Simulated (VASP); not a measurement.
# Eu (Fm-3m) in VASP: notebook

The runs below take Eu through single point, relaxation of cell and atoms, with PBE.

Program: VASP 6.6.1. These are calculated values, not measurements. Logs are shortened: lines on timing, memory, paths and dates and some standing lists are left out, and cuts for length are marked.

**1. The cell of the first run**

It takes space group Fm-3m (No. 225, cubic). Conventional cell: a = 5.286 Å, b = 5.286 Å, c = 5.286 Å, α = 90.00°, β = 90.00°, γ = 90.00°. Within 4.9 Å of Eu (site symmetry m-3m) lie 12 Eu at 3.74 Å.

This isn't the form of Eu at room conditions, which is bcc.

**2. Single point, PBE, collinear spin, ferromagnetic start**

INCAR reads:

```
SYSTEM = Eu
PREC     = Accurate       ! precision mode
ENCUT    = 520            ! plane-wave cutoff, eV
EDIFF    = 1E-6           ! SCF threshold, eV
ISMEAR   = -1             ! smearing method
SIGMA    = 0.1            ! smearing width, eV
LREAL    = .FALSE.        ! projectors in reciprocal space
LASPH    = .TRUE.         ! aspherical terms in the spheres
NELM     = 150            ! most SCF steps
ALGO     = Normal         ! electronic algorithm
ISIF     = 2              ! what is computed and relaxed
LWAVE    = .FALSE.        ! write WAVECAR
LCHARG   = .FALSE.        ! write CHGCAR
ISPIN    = 2              ! spin polarisation
MAGMOM   = 7              ! initial moments
LORBIT   = 11             ! projections on sites
LMAXMIX  = 6              ! l up to which the mixer works
GGA      = PE             ! functional
NBANDS   = 18             ! bands
```

KPOINTS reads:

```
regular mesh
0
G
  13 13 13
  0 0 0
```

POSCAR reads:

```
Eu
1.0
    0.0000000000      2.6427561031      2.6427561031
    2.6427561031      0.0000000000      2.6427561031
    2.6427561031      2.6427561031      0.0000000000
Eu
1
Direct
    0.0000000000      0.0000000000      0.0000000000
```

Potentials or basis: VASP PAW PBE potentials, release 64 (Eu).

Run with:

```
$ cat potpaw_PBE.64/Eu/POTCAR > POTCAR
$ mpirun -np 1 vasp_std > vasp.out
```

OUTCAR:

```text
SYSTEM = Eu
   PREC = Accurate
   ENCUT = 520
   EDIFF = 1E-6
   ISMEAR = -1
   LREAL = .FALSE.
   LASPH = .TRUE.
   NELM = 150
   ISIF = 2
   ISPIN = 2
   LORBIT = 11
   GGA = PE

 ion  position               nearest neighbor table
   1  0.000  0.000  0.000-

  LATTYP: Found a face centered cubic cell.
 ALAT       =     5.2855122062

  Lattice vectors:

 A1 = (   0.0000000000,   2.6427561031,   2.6427561031)
 A2 = (   2.6427561031,   0.0000000000,   2.6427561031)
 A3 = (   2.6427561031,   2.6427561031,   0.0000000000)

Analysis of symmetry for initial positions (statically):
=====================================================================
 Subroutine PRICEL returns:
 Original cell was already a primitive cell.

 Routine SETGRP: Setting up the symmetry group for a
 face centered cubic supercell.

 Subroutine GETGRP returns: Found 48 space group operations
 (whereof 48 operations were pure point group operations)
 out of a pool of 48 trial point group operations.

The static configuration has the point symmetry O_h .

Analysis of symmetry for dynamics (positions and initial velocities):
=====================================================================
 Subroutine PRICEL returns:
 Original cell was already a primitive cell.

 Routine SETGRP: Setting up the symmetry group for a
 face centered cubic supercell.

 Subroutine GETGRP returns: Found 48 space group operations
 (whereof 48 operations were pure point group operations)
 out of a pool of 48 trial point group operations.

The dynamic configuration has the point symmetry O_h .

Analysis of structural, dynamic, and magnetic symmetry:
=====================================================================
 Subroutine PRICEL returns:
 Original cell was already a primitive cell.

 Routine SETGRP: Setting up the symmetry group for a
 face centered cubic supercell.

 Subroutine GETGRP returns: Found 48 space group operations
 (whereof 48 operations were pure point group operations)
 out of a pool of 48 trial point group operations.

The overall configuration has the point symmetry O_h .

 Subroutine INISYM returns: Found 48 space group operations
 (whereof 48 operations are pure point group operations),
 and found     1 'primitive' translations

----------------------------------------------------------------------------------------

                                     Primitive cell

  volume of cell :      36.9149

  direct lattice vectors                    reciprocal lattice vectors
     0.000000000  2.642756103  2.642756103    -0.189196422  0.189196422  0.189196422
     2.642756103  0.000000000  2.642756103     0.189196422 -0.189196422  0.189196422
     2.642756103  2.642756103  0.000000000     0.189196422  0.189196422 -0.189196422

  length of vectors
     3.737421523  3.737421523  3.737421523     0.327697816  0.327697816  0.327697816

  position of ions in fractional coordinates (direct lattice)
     0.000000000  0.000000000  0.000000000

  ion indices of the primitive-cell ions
   primitive index   ion index
                 1           1

----------------------------------------------------------------------------------------

 KPOINTS: regular mesh

Automatic generation of k-mesh.
 Grid dimensions read from file:
 generate k-points for:   13   13   13

 Generating k-lattice:

  Cartesian coordinates                     Fractional coordinates (reciprocal lattice)
    -0.014553571  0.014553571  0.014553571     0.076923077  0.000000000  0.000000000
     0.014553571 -0.014553571  0.014553571     0.000000000  0.076923077  0.000000000
     0.014553571  0.014553571 -0.014553571     0.000000000  0.000000000  0.076923077

  Length of vectors
     0.025207524  0.025207524  0.025207524

  Shift w.r.t. Gamma in fractional coordinates (k-lattice)
     0.000000000  0.000000000  0.000000000

 Subroutine IBZKPT returns following result:
 ===========================================

 Found     84 irreducible k-points:

 Following reciprocal coordinates:
            Coordinates               Weight
  0.000000  0.000000  0.000000      1.000000
  0.076923  0.000000  0.000000      8.000000
  0.153846  0.000000  0.000000      8.000000
  0.230769  0.000000  0.000000      8.000000
  0.307692  0.000000  0.000000      8.000000
  0.384615  0.000000  0.000000      8.000000
[... 16 lines left out ...]
  0.384615  0.153846  0.000000     24.000000
  0.461538  0.153846  0.000000     24.000000
 [... further k-points ...]
   k-points           NKPTS =     84   k-points in BZ     NKDIM =     84   number of bands    NBANDS=     18
   number of dos      NEDOS =    301   number of ions     NIONS =      1
   total plane-waves  NPLWV =  21952
   dimension x,y,z NGX =    28 NGY =   28 NGZ =   28
   dimension x,y,z NGXF=    56 NGYF=   56 NGZF=   56
   ions per type =               1
   NGX,Y,Z   is equivalent  to a cutoff of  12.45, 12.45, 12.45 a.u.
   NGXF,Y,Z  is equivalent  to a cutoff of  24.91, 24.91, 24.91 a.u.
 SYSTEM =  Eu
   PREC   = accura    normal or accurate (medium, high low for compatibility)
   ISTART =      0    job   : 0-new  1-cont  2-samecut
   ICHARG =      2    charge: 1-file 2-atom 10-const
   ISPIN  =      2    spin polarized calculation?
   LNONCOLLINEAR =      F non collinear calculations
   LSORBIT =      F    spin-orbit coupling
   LASPH  =      T    aspherical Exc in radial PAW
   ENCUT  =  520.0 eV  38.22 Ry    6.18 a.u.   6.95  6.95  6.95*2*pi/ulx,y,z
   NELM   =    150;   NELMIN=  2; NELMDL= -5     # of ELM steps
   EDIFF  = 0.1E-05   stopping-criterion for ELM
   LREAL  =      F    real-space projection
[... 7 lines left out ...]
   TEBEG  =    0.0;   TEEND  =   0.0 temperature during run
   PSTRESS=    0.0 pullay stress
   NELECT =      17.0000    total number of electrons
   NUPDOWN=      -1.0000    fix difference up-down
   EMIN   =  10.00;   EMAX   =-10.00  energy-range for DOS
   EFERMI =   0.00;   METHOD = LEGACY
   ISMEAR =    -1;   SIGMA  =   0.10  broadening in eV -4-tet -1-fermi 0-gaus
   EFERMI_NEDOS =   21; number of points for ismear=-14 and -15
   IALGO  =     38    algorithm
   IMIX   =      4    mixing-type and parameters
     AMIX     =   0.40;   BMIX     =  1.00
     AMIX_MAG =   1.60;   BMIX_MAG =  1.00
  volume/ion in A,a.u.               =      36.91       249.11
  Fermi-wavevector in a.u.,A,eV,Ry     =   1.264224  2.389037 21.745681  1.598263
  Thomas-Fermi vector in A             =   2.397540
   LORBIT       =     11    0 simple, 1 ext, 2 COOP (PROOUT), +10 PAW based schemes
   GGA     = PE    functional components
   LHFCALC =     F    Hartree Fock is set to
   AEXX    =    0.0000 exact exchange contribution
   IVDW    =     0    specifies the selected vdW correction
   LEPSILON=     F    determine dielectric tensor
   LRPA    =     F    only Hartree local field effects (RPA)
 spin polarized calculation
  energy-cutoff  :      520.00
  volume of cell :       36.91
 maximum number of plane-waves:      1010
   NGX = 13   NGY = 13   NGZ = 13

 number of electron      17.0000004 magnetization       7.4457027

 Free energy of the ion-electron system (eV)
  ---------------------------------------------------
  ext. energy  EPLUGINS =         0.00000000
  ---------------------------------------------------
  free energy    TOTEN  =       -11.46863955 eV

  energy without entropy =      -11.39583842  energy(sigma->0) =      -11.43223898

 E-fermi :   2.5691     XC(G=0):  -9.3579

 val. band max:        2.5622380017   @ k =  -0.4615   0.3077   0.1538
 cond. band min:       2.5795935307   @ k =  -0.4615   0.2308   0.0000
 fundamental gap:      0.0173555290
 Fermi energy:         2.5690706316

 spin component 1

 k-point     1 :       0.0000    0.0000    0.0000
  band No.  band energies     occupation
      1     -38.9917      1.00000
      2     -17.4233      1.00000
      3     -17.4233      1.00000
      4     -17.4233      1.00000
      5      -2.0256      1.00000
      6       1.8637      0.99914
[... 10 lines left out ...]
     17       6.6430      0.00000
     18      11.3038      0.00000

 k-point     2 :       0.0769    0.0000    0.0000
  band No.  band energies     occupation
      1     -38.9885      1.00000
      2     -17.4646      1.00000
      3     -17.4284      1.00000
      4     -17.4284      1.00000
      5      -1.8751      1.00000
      6       1.8615      0.99916
[... 10 lines left out ...]
     17       6.5613      0.00000
     18      11.6286      0.00000
[... 442 lines left out ...]
 k-point    24 :       0.4615    0.1538    0.0000
  band No.  band energies     occupation
      1     -38.9329      1.00000
      2     -18.0110      1.00000
      3     -17.5868      1.00000
      4     -17.5464      1.00000
      5       0.8717      1.00000
      6       1.8912      0.99886
[... 10 lines left out ...]
     17       8.3496      0.00000
     18      10.4732      0.00000

 [... further k-points ...]

 spin component 2

 k-point     1 :       0.0000    0.0000    0.0000
  band No.  band energies     occupation
      1     -35.8586      1.00000
      2     -15.0497      1.00000
      3     -15.0496      1.00000
      4     -15.0496      1.00000
      5      -0.9808      1.00000
      6       5.6310      0.00000
[... 10 lines left out ...]
     17       7.8907      0.00000
     18      13.1258      0.00000

 k-point     2 :       0.0769    0.0000    0.0000
  band No.  band energies     occupation
      1     -35.8545      1.00000
      2     -15.1004      1.00000
      3     -15.0557      1.00000
      4     -15.0557      1.00000
      5      -0.8226      1.00000
      6       5.3411      0.00000
[... 10 lines left out ...]
     17       7.8555      0.00000
     18      13.4072      0.00000
[... 442 lines left out ...]
 k-point    24 :       0.4615    0.1538    0.0000
  band No.  band energies     occupation
      1     -35.7846      1.00000
      2     -15.7597      1.00000
      3     -15.2452      1.00000
      4     -15.1961      1.00000
      5       2.0324      0.99535
      6       3.8369      0.00000
[... 10 lines left out ...]
     17       9.7673      0.00000
     18      11.8843      0.00000

 [... further k-points ...]
[... 5 lines left out ...]
  --------------------------------------------------------------------------------------
  -------------------------------------------------------------------------------------
  Total        0.4527148      0.4527148      0.4527148     -0.0000000     -0.0000000      0.0000000
  in kB       19.6487094     19.6487094     19.6487094     -0.0000000     -0.0000000      0.0000000
  external PRESSURE =      19.6487094 kB  Pullay stress =       0.0000000 kB

 VOLUME and BASIS-vectors are now :
 -----------------------------------------------------------------------------
  energy-cutoff  :      520.00
  volume of cell :       36.91
      direct lattice vectors                 reciprocal lattice vectors
     0.000000000  2.642756103  2.642756103    -0.189196422  0.189196422  0.189196422
     2.642756103  0.000000000  2.642756103     0.189196422 -0.189196422  0.189196422
     2.642756103  2.642756103  0.000000000     0.189196422  0.189196422 -0.189196422

 POSITION                                       TOTAL-FORCE (eV/Angst)
 -----------------------------------------------------------------------------------
      0.00000      0.00000      0.00000        -0.000000     -0.000000      0.000000
 -----------------------------------------------------------------------------------
    total drift:                               -0.000000     -0.000000     -0.000000

  FREE ENERGIE OF THE ION-ELECTRON SYSTEM (eV)
  ---------------------------------------------------
  free  energy   TOTEN  =       -11.4686395509 eV

  energy  without entropy=      -11.3958384153  energy(sigma->0) =      -11.43223898

 total charge

# of ion       s       p       d       f       tot
--------------------------------------------------
    1        2.091   5.697   0.386   6.582  14.756

 magnetization (x)

# of ion       s       p       d       f       tot
--------------------------------------------------
    1        0.002  -0.083   0.211   6.578   6.708
```

Wall time 93 s (1 thread of AMD EPYC 9R45 (Zen 5), shared host); peak memory 0.21 GiB.

Results:

```
Free energy                                           : -11.4686 eV
Pressure                                              : 2.0 GPa
Net moment                                            : 7.45 μB per cell
Site moments                                          : Eu +6.71 μB
Valence electrons inside the program's atomic spheres : Eu 14.76
```

Caveat: spin-orbit coupling is left out, which moves the levels of the heavy elements; semilocal functionals describe open f shells poorly, which spoils levels, moments and volumes. The state reached can hang on the start; a lower one may exist.

**3. Single point, PBE, collinear spin, ferromagnetic start**

INCAR reads:

```
SYSTEM = Eu
PREC = Accurate
ENCUT = 520
EDIFF = 1E-7
ISMEAR = -1
SIGMA = 0.1
LREAL = .False.
LASPH = .True.
NELM = 150
ALGO = Normal
ISIF = 2
LWAVE = .False.
LCHARG = .False.
ISPIN = 2
MAGMOM = 7
LORBIT = 11
LMAXMIX = 6
GGA = PE
NBANDS = 18
```

KPOINTS reads:

```
regular mesh
0
Gamma
  13 13 13
  0 0 0
```

POSCAR reads:

```
Eu
1.0
    0.0000000000      2.6439942540      2.6439942540
    2.6439942540      0.0000000000      2.6439942540
    2.6439942540      2.6439942540      0.0000000000
Eu
1
Direct
    0.0000000000      0.0000000000      0.0000000000
```

Potentials or basis: VASP PAW PBE potentials, release 64 (Eu).

Run with:

```
$ cat potpaw_PBE.64/Eu/POTCAR > POTCAR
$ mpirun -np 1 vasp_std > vasp.out
```

It took 1.8 min on 1 thread of AMD EPYC 9R45 (Zen 5), shared host; peak memory 0.21 GiB.

The run converged. Its results:

- Free energy: -11.4693 eV
- Pressure: 1.9 GPa
- Net moment: 7.45 μB per cell
- Site moments: Eu +6.71 μB
- Valence electrons inside the program's atomic spheres: Eu 14.76

Levels at points of the mesh, in eV from the Fermi level:
Spin up:
```
           k point  band 9  band 10  band 11  band 12  band 13  band 14  band 15  band 16
(0.00, 0.00, 0.00)   -0.56    -0.40    -0.40    -0.40     1.85     1.85     1.85     4.07
```
Spin down:
```tsv
k point	band 2	band 3	band 4	band 5	band 6	band 7	band 8	band 9
(0.00, 0.00, 0.00)	-17.62	-17.62	-17.62	-3.55	3.06	3.06	3.06	3.68
```

Caveat: spin-orbit coupling is left out, which moves the levels of the heavy elements; semilocal functionals describe open f shells poorly, which spoils levels, moments and volumes. The state reached can hang on the start; a lower one may exist.

**4. Relaxation of cell and atoms, PBE, collinear spin, ferromagnetic start, target pressure 2.2 GPa, at which the enthalpy is minimised**

INCAR reads:

```
SYSTEM = Eu
  ALGO = Normal
  EDIFF = 1E-7
  EDIFFG = -0.005
  ENCUT = 600
  GGA = PE
  IBRION = 2
  ISIF = 3
  ISMEAR = -1
  ISPIN = 2
  LASPH = .True.
  LCHARG = .False.
  LMAXMIX = 6
  LORBIT = 11
  LREAL = .False.
  LWAVE = .False.
  MAGMOM = 7
  NELM = 150
  NSW = 32
  PREC = Accurate
  PSTRESS = 22.0
  SIGMA = 0.1
```

KPOINTS reads:

```
k-points
0
Gamma
  13 13 13
  0 0 0
```

POSCAR reads:

```
Eu
1.0
    0.0000000000      2.6427561031      2.6427561031
    2.6427561031      0.0000000000      2.6427561031
    2.6427561031      2.6427561031      0.0000000000
Eu
1
Direct
    0.0000000000      0.0000000000      0.0000000000
```

Run with:

```
$ cat potpaw_PBE.64/Eu/POTCAR > POTCAR
$ mpirun -np 1 vasp_std > vasp.out
```

Wall time 6.6 min (1 thread of AMD EPYC 9R45 (Zen 5), shared host); peak memory 0.25 GiB.

It converged, with:

| Property | Result |
| --- | --- |
| Free energy | -11.4658 eV |
| Relaxed volume | 36.60 Å³/atom |
| Relaxed cell | a = 3.727 Å, b = 3.727 Å, c = 3.727 Å, α = 60.00°, β = 60.00°, γ = 60.00° |
| Space group after relaxing (to 0.1 Å) | Fm-3m (No. 225) |
| Energy change on relaxing (the run minimises the enthalpy) | +4.2 meV/atom |
| Ionic steps | 5 |
| Pressure after relaxing | 2.2 GPa |
| Net moment | 7.45 μB per cell |
| Site moments | Eu +6.71 μB |
| Valence electrons inside the program's atomic spheres | Eu 14.76 |

Step by step:
```csv
step,energy change (eV),largest force (eV/Å),pressure (GPa),volume (Å³)
1,0.0000,0.0000,2.03,36.91
2,0.0028,0.0000,2.13,36.70
3,0.0050,0.0000,2.26,36.54
4,0.0040,0.0000,2.18,36.62
5,0.0042,0.0000,2.22,36.60
```

Final structure:
```cif
data_structure
_symmetry_space_group_name_H-M 'P 1'
_symmetry_Int_Tables_number 1
_cell_length_a 3.7266
_cell_length_b 3.7266
_cell_length_c 3.7266
_cell_angle_alpha 60.000
_cell_angle_beta 60.000
_cell_angle_gamma 60.000
_cell_volume 36.60
loop_
_atom_site_label
_atom_site_type_symbol
_atom_site_fract_x
_atom_site_fract_y
_atom_site_fract_z
_atom_site_occupancy
Eu1 Eu 0.00000 0.00000 0.00000 1
```

Levels at points of the mesh, in eV from the Fermi level:
Spin up:
```tsv
k point	band 8	band 9	band 10	band 11	band 12	band 13	band 14	band 15	band 16
(0.00, 0.00, 0.00)	-0.56	-0.56	-0.40	-0.40	-0.40	1.85	1.85	1.85	4.10
```
Spin down:
| k point | band 1 | band 2 | band 3 | band 4 | band 5 | band 6 | band 7 | band 8 | band 9 | band 10 |
| --- | --- | --- | --- | --- | --- | --- | --- | --- | --- | --- |
| (0.00, 0.00, 0.00) | -38.42 | -17.60 | -17.60 | -17.60 | -3.55 | 3.07 | 3.07 | 3.07 | 3.67 | 4.08 |

Caveat: the cell is relaxed towards a set pressure, so the run minimises the enthalpy, not the energy; spin-orbit coupling is left out, which moves the levels of the heavy elements; semilocal functionals describe open f shells poorly, which spoils levels, moments and volumes. The state reached can hang on the start; a lower one may exist.

**5. Summary**

| task | cell | cutoff (eV) | gap on the mesh (eV) | pressure (GPa) | moment (μB) |
| --- | --- | --- | --- | --- | --- |
| single point | a = 3.737 Å, angles 60.0°, 1 atom | 520 | none | 2.0 | 7.45 |
| single point | a = 3.739 Å, angles 60.0°, 1 atom | 520 | none | 1.9 | 7.45 |
| relaxation of cell and atoms | relaxed to 2.2 GPa from a = 3.737 Å, angles 60.0°, 1 atom | 600 | none | 2.2 | 7.45 |

Alike in all rows: level PBE; potentials or basis VASP PAW PBE potentials, release 64 (Eu); spin collinear, ferromagnetic start; k mesh 13 × 13 × 13; smearing fermi-dirac 0.1 eV.

Caveats: spin-orbit coupling is left out, which moves the levels of the heavy elements; semilocal functionals describe open f shells poorly, which spoils levels, moments and volumes; the cell is relaxed towards a set pressure, so the run minimises the enthalpy, not the energy (at least some runs).

Absolute energies hang on the potentials; compare differences alone.
